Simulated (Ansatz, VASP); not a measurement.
**GaAs: VASP beside Ansatz**

INCAR

```
  PREC = Accurate
  ENCUT = 500
  EDIFF = 1E-6
  ISMEAR = 0
  SIGMA = 0.03
  LREAL = F
  LASPH = T
  NELM = 120
  ALGO = Normal
  ISIF = 2
  LWAVE = F
  LCHARG = F
  GGA = PE
  NBANDS = 16
  GGA_COMPAT = F
```

File KPOINTS:

```
regular mesh
0
Gamma
  10 10 10
```

The input POSCAR:

```
GaAs
1.0
    0.0000000000      2.9445095741      2.8008749607
    2.9445095741      0.0000000000      2.8008749607
    2.9445095741      2.9445095741      0.0000000000
Ga As
1 1
Direct
    0.0000000000      0.0000000000      0.0000000000
    0.7500000000      0.7500000000      0.7500000000
```

Input for Ansatz:

```yaml
crystal:
  lattice:
    - [0.0, 2.9445095741, 2.8008749607]
    - [2.9445095741, 0.0, 2.8008749607]
    - [2.9445095741, 2.9445095741, 0.0]
  atoms:
    - { symbol: Ga, position: [0.0, 0.0, 0.0] }
    - { symbol: As, position: [0.75, 0.75, 0.75] }
basis:
  ecutwfc: 420
kpoints:
  mp_grid: { grid: [10, 10, 10] }
hamiltonian:
  xc: pbe
scf:
  occupations: { method: gaussian, width: 0.03 }
output:
  forces: true
  stress: true
  eigenvalues: true
```

Change from the starting cell: strain +0.025 along x and y, -0.025 along z, atoms carried along.

Alike in both runs: task single point; functional PBE; k mesh 10 × 10 × 10; occupations gaussian, width 0.03 eV; no spin polarisation.

|  | VASP | Ansatz |
| --- | --- | --- |
| version | VASP 6.6.1 | Ansatz 0.2.0 |
| potentials or method | VASP PAW PBE potentials, release 64 (Ga_d, As), cutoff 500 eV | scalar-relativistic, plane waves, PAW |
| valence electrons in the cell | 18 | 28 |

```csv
,VASP,Ansatz,Ansatz less VASP
gap on the k mesh at the Fermi level (eV),0.19,0.19,+0.002
least direct gap on the mesh (eV),0.19,0.19,+0.002
pressure (GPa),-1.2,-1.4,-0.13
"traceless stress, the component that is largest in VASP (GPa)",1.71,1.72,+0.003
```

VASP's potentials hold 18 valence electrons a cell and Ansatz's 28, so a difference there can come from the potentials and not from the codes.
